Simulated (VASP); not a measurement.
A run of VASP 6.6.1 is set up as follows.

INCAR

```
SYSTEM = Te
ALGO     = Normal         ! electronic algorithm
EDIFF    = 1E-6           ! SCF threshold, eV
EDIFFG   = -0.005         ! ionic threshold
ENCUT    = 600            ! plane-wave cutoff, eV
GGA      = PE             ! functional
IBRION   = 2              ! ionic algorithm
ISIF     = 3              ! what is computed and relaxed
ISMEAR   = -1             ! smearing method
LASPH    = .True.         ! aspherical terms in the spheres
LCHARG   = .False.        ! write CHGCAR
LREAL    = .False.        ! projectors in reciprocal space
LWAVE    = .False.        ! write WAVECAR
NELM     = 100            ! most SCF steps
NSW      = 60             ! ionic steps
PREC     = Accurate       ! precision mode
SIGMA    = 0.05           ! smearing width, eV
```

File KPOINTS:

```
k-points
0
Gamma
  11 11 11
  0 0 0
```

The input POSCAR:

```
Te
1.0
    0.0000000000      3.3095529740      3.3095529740
    3.3095529740      0.0000000000      3.3095529740
    3.3095529740      3.3095529740      0.0000000000
Te
2
Direct
   -0.1250000000     -0.1250000000     -0.1250000000
    0.1250000000      0.1250000000      0.1250000000
```

Potentials or basis: VASP PAW PBE potentials, release 64 (Te).

Command:

```bash
$ cat potpaw_PBE.64/Te/POTCAR > POTCAR
$ mpirun -np 1 vasp_std > vasp.out
```

Estimate the relaxed volume.

46.33 Å³/atom.

Estimate the space group after relaxing (to 0.05 Å).

Fd-3m (No. 227).

Predict the band gap on the k mesh.

zero (band 6 reaches 3.49 eV, above the bottom of band 7 at 2.58 eV).

What does it give for the relaxed cell?

a = 5.079 Å, b = 5.079 Å, c = 5.079 Å, α = 60.00°, β = 60.00°, γ = 60.00°.

The path:
```tsv
step	energy change (eV)	largest force (eV/Å)	pressure (GPa)	volume (Å³)
1	0.0000	0.0000	11.10	72.50
2	-0.4935	0.0000	-2.10	102.17
3	-0.5616	0.0000	0.10	92.31
4	-0.5617	0.0000	-0.02	92.74
5	-0.5617	0.0000	0.00	92.66
```

Caveat: the volume moved by over 15 % at a fixed basis, so the end points are rough; spin-orbit coupling is left out, which moves the levels of the heavy elements.
